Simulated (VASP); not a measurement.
Input of a VASP 6.6.1 run:

Contents of POSCAR:

```
Al
1.0
   -1.6707796245      1.6707796245      1.6707796245
    1.6707796245     -1.6707796245      1.6707796245
    1.6707796245      1.6707796245     -1.6707796245
Al
1
Direct
    0.0000000000      0.0000000000      0.0000000000
```

Contents of INCAR.step1:

```
SYSTEM = Al
PREC = Accurate ; ENCUT = 520
ISMEAR = 0 ; SIGMA = 0.15
LREAL = .FALSE. ; LASPH = .TRUE.
NELM = 80 ; NBANDS = 8
GGA = PE ; ALGO = Normal
EDIFF = 1E-4 ; LWAVE = .TRUE.
LCHARG = .FALSE.
```

The input INCAR.step2:

```
SYSTEM = Al
PREC = Accurate ; ENCUT = 520
EDIFF = 1E-6 ; ISMEAR = 0
SIGMA = 0.15 ; LREAL = .FALSE.
LASPH = .TRUE. ; NELM = 80
ALGO = Normal ; ISIF = 2
LWAVE = .FALSE. ; LCHARG = .TRUE.
METAGGA = R2SCAN ; LMIXTAU = .TRUE.
LELF = .TRUE. ; LVHAR = .TRUE.
NBANDS = 8 ; ISTART = 1
```

File KPOINTS:

```
Automatic mesh
0
G
  20 20 20
  0 0 0
```

Potentials or basis: VASP PAW PBE potentials, release 64 (Al).

Launch:

```console
$ cat potpaw_PBE.64/Al/POTCAR > POTCAR
$ cp INCAR.step1 INCAR
$ mpirun -np 1 vasp_std > vasp.out
$ cp INCAR.step2 INCAR
$ mpirun -np 1 vasp_std > vasp.out
```

(1) What does it give for the pressure?

Results:

(1) -8.6 GPa.

Caveat: the cell differs from its parent crystal (strain +0.050 along x and y, +0.050 along z); the PAW data sets were made with another functional, which shifts forces and pressure a little.
